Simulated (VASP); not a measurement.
# BaS (Fm-3m) in VASP: notebook

Runs on BaS. Level: PBE. Tasks: single point.

All numbers are computed with VASP 6.6.1; they aren't measurements. Logs are shortened: lines on timing, memory, paths and dates and some standing lists are left out, and cuts for length are marked.

## 1. The cell of the first run

It takes space group Fm-3m (No. 225, cubic). Conventional cell: a = 6.409 Å, b = 6.409 Å, c = 6.409 Å, α = 90.00°, β = 90.00°, γ = 90.00°. Within 4.2 Å of Ba (site symmetry m-3m) lie 6 S at 3.20 Å. Within 4.2 Å of S (site symmetry m-3m) lie 6 Ba at 3.20 Å.

## 2. Single point, PBE

INCAR reads:

```
ALGO = Normal
EDIFF = 1E-6
ENCUT = 500
GGA = PE
GGA_COMPAT = False
ISIF = 2
ISMEAR = 0
LASPH = True
LCHARG = True
LELF = True
LREAL = False
LVHAR = True
LWAVE = False
NBANDS = 15
NELM = 120
PREC = Accurate
SIGMA = 0.05
```

KPOINTS reads:

```
k-points
0
Gamma
  6 6 6
```

POSCAR reads:

```
BaS
1.0
    0.0000000000      3.2043613708      3.2043613708
    3.2043613708      0.0000000000      3.2043613708
    3.2043613708      3.2043613708      0.0000000000
Ba S
1 1
Direct
    0.5000000000      0.5000000000      0.5000000000
    0.0000000000      0.0000000000      0.0000000000
```

Potentials or basis: VASP PAW PBE potentials, release 64 (Ba_sv, S).

The run is started by

```console
$ cat potpaw_PBE.64/Ba_sv/POTCAR potpaw_PBE.64/S/POTCAR > POTCAR
$ mpirun -np 1 vasp_std > vasp.out
```

OUTCAR:

```text
EDIFF = 1E-6
   ENCUT = 500
   GGA = PE
   ISIF = 2
   ISMEAR = 0
   LASPH = True
   LREAL = False
   NELM = 120
   PREC = Accurate

 ion  position               nearest neighbor table
   1  0.500  0.500  0.500-   2 3.20   2 3.20   2 3.20   2 3.20   2 3.20   2 3.20
   2  0.000  0.000  0.000-   1 3.20   1 3.20   1 3.20   1 3.20   1 3.20   1 3.20

  LATTYP: Found a face centered cubic cell.
 ALAT       =     6.4087227416

  Lattice vectors:

 A1 = (   0.0000000000,   3.2043613708,   3.2043613708)
 A2 = (   3.2043613708,   0.0000000000,   3.2043613708)
 A3 = (   3.2043613708,   3.2043613708,   0.0000000000)

Analysis of symmetry for initial positions (statically):
=====================================================================
 Subroutine PRICEL returns:
 Original cell was already a primitive cell.

 Routine SETGRP: Setting up the symmetry group for a
 face centered cubic supercell.

 Subroutine GETGRP returns: Found 48 space group operations
 (whereof 48 operations were pure point group operations)
 out of a pool of 48 trial point group operations.

The static configuration has the point symmetry O_h .

Analysis of symmetry for dynamics (positions and initial velocities):
=====================================================================
 Subroutine PRICEL returns:
 Original cell was already a primitive cell.

 Routine SETGRP: Setting up the symmetry group for a
 face centered cubic supercell.

 Subroutine GETGRP returns: Found 48 space group operations
 (whereof 48 operations were pure point group operations)
 out of a pool of 48 trial point group operations.

The dynamic configuration has the point symmetry O_h .

 Subroutine INISYM returns: Found 48 space group operations
 (whereof 48 operations are pure point group operations),
 and found     1 'primitive' translations

----------------------------------------------------------------------------------------

                                     Primitive cell

  volume of cell :      65.8043

  direct lattice vectors                    reciprocal lattice vectors
     0.000000000  3.204361371  3.204361371    -0.156037332  0.156037332  0.156037332
     3.204361371  0.000000000  3.204361371     0.156037332 -0.156037332  0.156037332
     3.204361371  3.204361371  0.000000000     0.156037332  0.156037332 -0.156037332

  length of vectors
     4.531651309  4.531651309  4.531651309     0.270264587  0.270264587  0.270264587

  position of ions in fractional coordinates (direct lattice)
     0.500000000  0.500000000  0.500000000
     0.000000000  0.000000000  0.000000000

  ion indices of the primitive-cell ions
   primitive index   ion index
                 1           1
                 2           2

----------------------------------------------------------------------------------------

 KPOINTS: k-points

Automatic generation of k-mesh.
 Grid dimensions read from file:
 generate k-points for:    6    6    6

 Generating k-lattice:

  Cartesian coordinates                     Fractional coordinates (reciprocal lattice)
    -0.026006222  0.026006222  0.026006222     0.166666667  0.000000000  0.000000000
     0.026006222 -0.026006222  0.026006222     0.000000000  0.166666667  0.000000000
     0.026006222  0.026006222 -0.026006222     0.000000000  0.000000000  0.166666667

  Length of vectors
     0.045044098  0.045044098  0.045044098

  Shift w.r.t. Gamma in fractional coordinates (k-lattice)
     0.000000000  0.000000000  0.000000000

 Subroutine IBZKPT returns following result:
 ===========================================

 Found     16 irreducible k-points:

 Following reciprocal coordinates:
            Coordinates               Weight
  0.000000  0.000000  0.000000      1.000000
  0.166667  0.000000  0.000000      8.000000
  0.333333  0.000000  0.000000      8.000000
  0.500000  0.000000  0.000000      4.000000
  0.166667  0.166667  0.000000      6.000000
  0.333333  0.166667  0.000000     24.000000
[... 8 lines left out ...]
 -0.333333  0.333333  0.166667     24.000000
 -0.333333  0.500000  0.166667     12.000000
   k-points           NKPTS =     16   k-points in BZ     NKDIM =     16   number of bands    NBANDS=     15
   number of dos      NEDOS =    301   number of ions     NIONS =      2
   total plane-waves  NPLWV =  46656
   dimension x,y,z NGX =    36 NGY =   36 NGZ =   36
   dimension x,y,z NGXF=    72 NGYF=   72 NGZF=   72
   ions per type =               1   1
   NGX,Y,Z   is equivalent  to a cutoff of  13.21, 13.21, 13.21 a.u.
   NGXF,Y,Z  is equivalent  to a cutoff of  26.41, 26.41, 26.41 a.u.
 SYSTEM =  unknown system
   PREC   = accura    normal or accurate (medium, high low for compatibility)
   ISTART =      0    job   : 0-new  1-cont  2-samecut
   ICHARG =      2    charge: 1-file 2-atom 10-const
   ISPIN  =      1    spin polarized calculation?
   LNONCOLLINEAR =      F non collinear calculations
   LSORBIT =      F    spin-orbit coupling
   LASPH  =      T    aspherical Exc in radial PAW
   ENCUT  =  500.0 eV  36.75 Ry    6.06 a.u.   8.26  8.26  8.26*2*pi/ulx,y,z
   NELM   =    120;   NELMIN=  2; NELMDL= -5     # of ELM steps
   EDIFF  = 0.1E-05   stopping-criterion for ELM
   LREAL  =      F    real-space projection
   EDIFFG = 0.1E-04   stopping-criterion for IOM
   NSW    =      0    number of steps for IOM
   IBRION =     -1    ionic relax: 0-MD 1-quasi-New 2-CG
   NFREE  =      0    steps in history (QN), initial steepest desc. (CG)
   ISIF   =      2    stress and relaxation
   ISYM   =      2    0-nonsym 1-usesym 2-fastsym
   POTIM  = 0.5000    time-step for ionic-motion
   TEBEG  =    0.0;   TEEND  =   0.0 temperature during run
   PSTRESS=    0.0 pullay stress
   NELECT =      16.0000    total number of electrons
   NUPDOWN=      -1.0000    fix difference up-down
   EMIN   =  10.00;   EMAX   =-10.00  energy-range for DOS
   EFERMI =   0.00;   METHOD = LEGACY
   ISMEAR =     0;   SIGMA  =   0.05  broadening in eV -4-tet -1-fermi 0-gaus
   EFERMI_NEDOS =   21; number of points for ismear=-14 and -15
   IALGO  =     38    algorithm
   IMIX   =      4    mixing-type and parameters
     AMIX     =   0.40;   BMIX     =  1.00
     AMIX_MAG =   1.60;   BMIX_MAG =  1.00
  volume/ion in A,a.u.               =      32.90       222.03
  Fermi-wavevector in a.u.,A,eV,Ry     =   1.021794  1.930911 14.205339  1.044063
  Thomas-Fermi vector in A             =   2.155438
   LORBIT       =      0    0 simple, 1 ext, 2 COOP (PROOUT), +10 PAW based schemes
   GGA     = PE    functional components
   LHFCALC =     F    Hartree Fock is set to
   AEXX    =    0.0000 exact exchange contribution
   IVDW    =     0    specifies the selected vdW correction
   LEPSILON=     F    determine dielectric tensor
   LRPA    =     F    only Hartree local field effects (RPA)
 non-spin polarized calculation
 Gauss-broadening in eV      SIGMA  =   0.05
  energy-cutoff  :      500.00
  volume of cell :       65.80
 maximum number of plane-waves:      1687
 NGX is ok and might be reduce to    36
   NGX = 17   NGY = 17   NGZ = 17

 number of electron      16.0000002 magnetization

 Free energy of the ion-electron system (eV)
  ---------------------------------------------------
  ext. energy  EPLUGINS =         0.00000000
  ---------------------------------------------------
  free energy    TOTEN  =       -10.18933248 eV

  energy without entropy =      -10.18933248  energy(sigma->0) =      -10.18933248

 E-fermi :   1.7229     XC(G=0):  -8.5845

 val. band max:        1.4027587845   @ k =   0.0000   0.0000   0.0000
 cond. band min:       3.5262568378   @ k =   0.5000   0.5000   0.0000
 fundamental gap:      2.1234980533
 Fermi energy:         1.7229375951

 k-point     1 :       0.0000    0.0000    0.0000
  band No.  band energies     occupation
      1     -24.7039      2.00000
      2      -9.7603      2.00000
      3      -9.7603      2.00000
      4      -9.7603      2.00000
      5      -8.9424      2.00000
      6       1.4028      2.00000
      7       1.4028      2.00000
      8       1.4028      2.00000
      9       4.9534      0.00000
     10       5.2697      0.00000
     11       5.2697      0.00000
     12       5.2697      0.00000
     13       6.1851      0.00000
     14       6.1851      0.00000
     15      10.1202      0.00000

 k-point     2 :       0.1667    0.0000    0.0000
  band No.  band energies     occupation
      1     -24.6933      2.00000
      2     -10.1878      2.00000
      3      -9.7698      2.00000
      4      -9.7698      2.00000
      5      -8.4916      2.00000
      6       0.7576      2.00000
      7       1.0662      2.00000
      8       1.0662      2.00000
      9       5.3063      0.00000
     10       5.6735      0.00000
     11       5.6735      0.00000
     12       5.9243      0.00000
     13       6.9507      0.00000
     14       6.9507      0.00000
     15      11.1621      0.00000

 k-point     3 :       0.3333    0.0000    0.0000
  band No.  band energies     occupation
      1     -24.6721      2.00000
      2     -10.6717      2.00000
      3      -9.7885      2.00000
      4      -9.7885      2.00000
      5      -7.9568      2.00000
      6      -0.1464      2.00000
      7       0.5480      2.00000
      8       0.5480      2.00000
      9       5.8555      0.00000
     10       6.7459      0.00000
     11       6.7459      0.00000
     12       7.3704      0.00000
     13       8.6778      0.00000
     14       8.6778      0.00000
     15      11.7139      0.00000
[... 199 lines left out ...]
 k-point    15 :      -0.3333    0.3333    0.1667
  band No.  band energies     occupation
      1     -24.6517      2.00000
      2     -10.5104      2.00000
      3     -10.0188      2.00000
      4      -9.9252      2.00000
      5      -8.1861      2.00000
      6       0.1322      2.00000
      7       0.7048      2.00000
      8       0.7657      2.00000
      9       5.8486      0.00000
     10       5.9517      0.00000
     11       7.9776      0.00000
     12       8.3517      0.00000
     13       8.7201      0.00000
     14      10.6901      0.00000
     15      10.8098      0.00000

 k-point    16 :      -0.3333    0.5000    0.1667
  band No.  band energies     occupation
      1     -24.6486      2.00000
      2     -10.2033      2.00000
      3     -10.1582      2.00000
      4     -10.0172      2.00000
      5      -8.4490      2.00000
      6       0.5147      2.00000
      7       0.8648      2.00000
      8       1.0144      2.00000
      9       4.6075      0.00000
     10       6.9117      0.00000
     11       7.5407      0.00000
     12       8.3216      0.00000
     13       8.8607      0.00000
     14       9.6567      0.00000
     15      11.1573      0.00000

------------------------ aborting loop because EDIFF is reached ----------------------------------------

  FORCE on cell =-STRESS in cart. coord.  units (eV):
  Direction    XX          YY          ZZ          XY          YZ          ZX
  --------------------------------------------------------------------------------------
  -------------------------------------------------------------------------------------
  Total        0.3948552      0.3948552      0.3948552      0.0000000      0.0000000     -0.0000000
  in kB        9.6137765      9.6137765      9.6137765      0.0000000      0.0000000     -0.0000000
  external PRESSURE =       9.6137765 kB  Pullay stress =       0.0000000 kB

 VOLUME and BASIS-vectors are now :
 -----------------------------------------------------------------------------
  energy-cutoff  :      500.00
  volume of cell :       65.80
      direct lattice vectors                 reciprocal lattice vectors
     0.000000000  3.204361371  3.204361371    -0.156037332  0.156037332  0.156037332
     3.204361371  0.000000000  3.204361371     0.156037332 -0.156037332  0.156037332
     3.204361371  3.204361371  0.000000000     0.156037332  0.156037332 -0.156037332

 POSITION                                       TOTAL-FORCE (eV/Angst)
 -----------------------------------------------------------------------------------
      3.20436      3.20436      3.20436         0.000000     -0.000000     -0.000000
      0.00000      0.00000      0.00000        -0.000000      0.000000      0.000000
 -----------------------------------------------------------------------------------
    total drift:                                0.000000      0.000000      0.000000

  FREE ENERGIE OF THE ION-ELECTRON SYSTEM (eV)
  ---------------------------------------------------
  free  energy   TOTEN  =       -10.1893324769 eV

  energy  without entropy=      -10.1893324769  energy(sigma->0) =      -10.18933248
```

Run time: 9 s. Hardware: 1 thread of Intel Xeon 6975P-C (Granite Rapids), shared host; peak memory 0.2 GiB.

Results:

```yaml
Free_energy: -10.1893 eV
Pressure: 1.0 GPa
Band_gap_on_the_k_mesh: 2.12 eV (least direct gap 2.27 eV)
```

Levels at points of the mesh, in eV from the valence-band top:
```csv
k point,band 4,band 5,band 6,band 7,band 8,band 9,band 10,band 11,band 12,band 13
"(0.00, 0.00, 0.00)",-11.16,-10.35,0.00,0.00,0.00,3.55,3.87,3.87,3.87,4.78
"(0.50, 0.00, 0.00)",-11.20,-9.15,-1.91,-1.07,-1.07,5.51,5.66,6.27,6.27,8.86
"(0.50, 0.50, 0.00)",-11.35,-10.25,-0.53,-0.14,-0.14,2.12,5.91,5.97,7.44,7.44
```

Caveat: spin-orbit coupling is left out, which moves the levels of the heavy elements.

## 3. Single point, PBE (33.03 Å³/atom)

This run uses another cell than the first one, of 33.03 Å³/atom.

INCAR reads:

```
SYSTEM = BaS
  PREC = Accurate
  ENCUT = 500
  EDIFF = 1E-6
  ISMEAR = 0
  SIGMA = 0.05
  LREAL = .FALSE.
  LASPH = .TRUE.
  NELM = 120
  ALGO = Normal
  ISIF = 2
  LWAVE = .FALSE.
  LCHARG = .FALSE.
  GGA = PE
  NBANDS = 15
  GGA_COMPAT = .FALSE.
```

KPOINTS reads:

```
regular mesh
0
G
  6 6 6
  0 0 0
```

POSCAR reads:

```
BaS
1.0
    0.0000000000      3.2086281686      3.2086281686
    3.2086281686      0.0000000000      3.2086281686
    3.2086281686      3.2086281686      0.0000000000
Ba S
1 1
Direct
    0.5000000000      0.5000000000      0.5000000000
    0.0000000000      0.0000000000      0.0000000000
```

Potentials or basis: VASP PAW PBE potentials, release 64 (Ba_sv, S).

The run is started by

```console
$ cat potpaw_PBE.64/Ba_sv/POTCAR potpaw_PBE.64/S/POTCAR > POTCAR
$ mpirun -np 1 vasp_std > vasp.out
```

Run time: 8.3 s. Hardware: 1 thread of Intel Xeon 6975P-C (Granite Rapids), shared host; peak memory 0.2 GiB.

The run converged. Its results:

| Item | Value |
| --- | --- |
| Free energy | -10.1908 eV |
| Pressure | 0.8 GPa |
| Band gap on the k mesh | 2.13 eV (least direct gap 2.27 eV) |

Levels at points of the mesh, in eV from the valence-band top:
| k point | band 4 | band 5 | band 6 | band 7 | band 8 | band 9 | band 10 | band 11 | band 12 | band 13 |
| --- | --- | --- | --- | --- | --- | --- | --- | --- | --- | --- |
| (0.00, 0.00, 0.00) | -11.18 | -10.34 | 0.00 | 0.00 | 0.00 | 3.53 | 3.87 | 3.87 | 3.87 | 4.78 |
| (0.50, 0.00, 0.00) | -11.21 | -9.16 | -1.91 | -1.06 | -1.06 | 5.49 | 5.65 | 6.25 | 6.25 | 8.82 |
| (0.50, 0.50, 0.00) | -11.36 | -10.25 | -0.54 | -0.14 | -0.14 | 2.13 | 5.90 | 5.94 | 7.42 | 7.42 |

Caveat: spin-orbit coupling is left out, which moves the levels of the heavy elements. A k mesh can miss the band edges.
